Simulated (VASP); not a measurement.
Write the native input for VASP 6.6.1 that does the following.

* Task: single point
* Functional: r2SCAN
* Potentials or basis: VASP PAW PBE potentials, release 64 (Al, Cu)
* Cutoff: 520 eV
* k mesh: 16 × 16 × 6
* Occupations: gaussian, width 0.1 eV
* Spin: no spin polarisation
* Dipole correction: no
* Further INCAR settings: ALGO = Normal; EDIFF = 1e-07; NBANDS = 18

Crystal: Al3Cu.

```
Al Cu
1.0
     2.80012    0.00000    0.00000
     0.00000    2.80012    0.00000
     0.00000    0.00000    7.67319
Al Cu
3 1
Direct
  0.00000 0.00000 0.50000
  0.50000 0.50000 0.22138
  0.50000 0.50000 0.77862
  0.00000 0.00000 0.00000
```

One way to write it, as run:

POSCAR

```
Al3Cu
1.0
    2.8001221338      0.0000000000      0.0000000000
    0.0000000000      2.8001221338      0.0000000000
    0.0000000000      0.0000000000      7.6731897828
Al Cu
3 1
Direct
    0.0000000000      0.0000000000      0.5000000000
    0.5000000000      0.5000000000      0.2213800287
    0.5000000000      0.5000000000      0.7786199713
    0.0000000000      0.0000000000      0.0000000000
```

INCAR.step1

```
SYSTEM = Al3Cu
PREC = Accurate ; ENCUT = 520
ISMEAR = 0 ; SIGMA = 0.1
LREAL = .False. ; LASPH = .True.
NELM = 80 ; NBANDS = 18
GGA = PE ; ALGO = Normal
EDIFF = 1E-4 ; LWAVE = .True.
LCHARG = .False.
```

INCAR.step2

```
SYSTEM = Al3Cu
PREC = Accurate ; ENCUT = 520
EDIFF = 1E-7 ; ISMEAR = 0
SIGMA = 0.1 ; LREAL = .False.
LASPH = .True. ; NELM = 80
ALGO = Normal ; ISIF = 2
LWAVE = .False. ; LCHARG = .False.
METAGGA = R2SCAN ; LMIXTAU = .True.
NBANDS = 18 ; ISTART = 1
```

KPOINTS

```
regular mesh
0
Gamma
  16 16 6
  0 0 0
```

Potentials or basis: VASP PAW PBE potentials, release 64 (Al, Cu).

The run is started by

```bash
$ cat potpaw_PBE.64/Al/POTCAR potpaw_PBE.64/Cu/POTCAR > POTCAR
$ cp INCAR.step1 INCAR
$ mpirun -np 1 vasp_std > vasp.out
$ cp INCAR.step2 INCAR
$ mpirun -np 1 vasp_std > vasp.out
```

Results of the run:

```yaml
Pressure: -3.1 GPa
Largest_force: 0.018 eV/Å
Band_gap_on_the_k_mesh: zero (bands 10 and 11 overlap by 6.30 eV)
```

Caveat: the cell stands under tension; the PAW data sets were made with another functional, which shifts forces and pressure a little.

Run time: 6.2 min on 1 thread of Intel(R) Xeon(R) Platinum 8488C (Sapphire Rapids) (shared host), peak memory 0.32 GiB.
